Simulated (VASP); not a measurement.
Write the native input for VASP 6.6.1 that does the following.

| Item | Value |
| --- | --- |
| Task | single point |
| Functional | LDA |
| Potentials or basis | VASP PAW LDA potentials, release 64 (B, Pt) |
| Cutoff | 520 eV |
| k mesh | 9 × 9 × 3 |
| Occupations | methfessel-paxton, width 0.1 eV |
| Spin | no spin polarisation |
| Dipole correction | no |
| Further INCAR settings | ALGO = Normal; EDIFF = 1e-06; NBANDS = 32 |

The structure of BPt2 lies in POSCAR:

```
BPt2
1.0
    3.0044058506      0.0000000000      0.0000000000
   -1.5022029253      2.6018922186      0.0000000000
    0.0000000000      0.0000000000     10.6263541407
B Pt
2 4
Direct
    0.6666666667      0.3333333333      0.7500000000
    0.3333333333      0.6666666667      0.2500000000
    0.6666666667      0.3333333333      0.3837940000
    0.3333333333      0.6666666667      0.6162060000
    0.3333333333      0.6666666667      0.8837940000
    0.6666666667      0.3333333333      0.1162060000
```

The input as run:

INCAR

```
PREC = Accurate
ENCUT = 520
EDIFF = 1E-6
ISMEAR = 1
SIGMA = 0.1
LREAL = F
LASPH = T
NELM = 80
ALGO = Normal
ISIF = 2
LWAVE = F
LCHARG = T
GGA = CA
LELF = T
LVHAR = T
NBANDS = 32
```

KPOINTS

```
Automatic mesh
0
Gamma
  9 9 3
```

Potentials or basis: VASP PAW LDA potentials, release 64 (B, Pt).

Command:

```console
$ cat potpaw_LDA.64/B/POTCAR potpaw_LDA.64/Pt/POTCAR > POTCAR
$ mpirun -np 1 vasp_std > vasp.out
```

It gave:

The pressure is -24.3 GPa and the largest force is 0.666 eV/Å. The band gap on the k mesh is zero (bands 23 and 24 overlap by 2.97 eV).

Caveat: the cell stands under tension; spin-orbit coupling is left out, which moves the levels of the heavy elements.

It took 73 s on 1 thread of Intel Xeon 8259CL (shared host), peak memory 0.2 GiB.
